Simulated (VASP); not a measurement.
Input of a VASP 6.6.1 run:

File INCAR:

```
PREC = Accurate
ENCUT = 500
EDIFF = 1E-6
ISMEAR = 0
SIGMA = 0.02
LREAL = False
LASPH = True
NELM = 120
ALGO = Normal
ISIF = 2
LWAVE = False
LCHARG = False
NBANDS = 15
GGA_COMPAT = False
```

File KPOINTS:

```
Automatic mesh
0
Gamma
  6 6 6
```

POSCAR

```
KCl
1.0
    3.5994822612      0.0000000000      0.0000000000
    0.0000000000      3.5994822612      0.0000000000
    0.0000000000      0.0000000000      3.5994822612
K Cl
1 1
Direct
    0.0000000000      0.0000000000      0.0000000000
    0.5000000000      0.5000000000      0.5000000000
```

Potentials or basis: VASP PAW LDA potentials, release 64 (K_sv, Cl).

The run is started by

```console
$ cat potpaw_LDA.64/K_sv/POTCAR potpaw_LDA.64/Cl/POTCAR > POTCAR
$ mpirun -np 1 vasp_std > vasp.out
```

(1) Predict the band gap on the k mesh.

(2) Estimate the pressure.

Answers

(1) 5.29 eV, indirect (least direct gap 5.54 eV).

(2) 1.1 GPa.
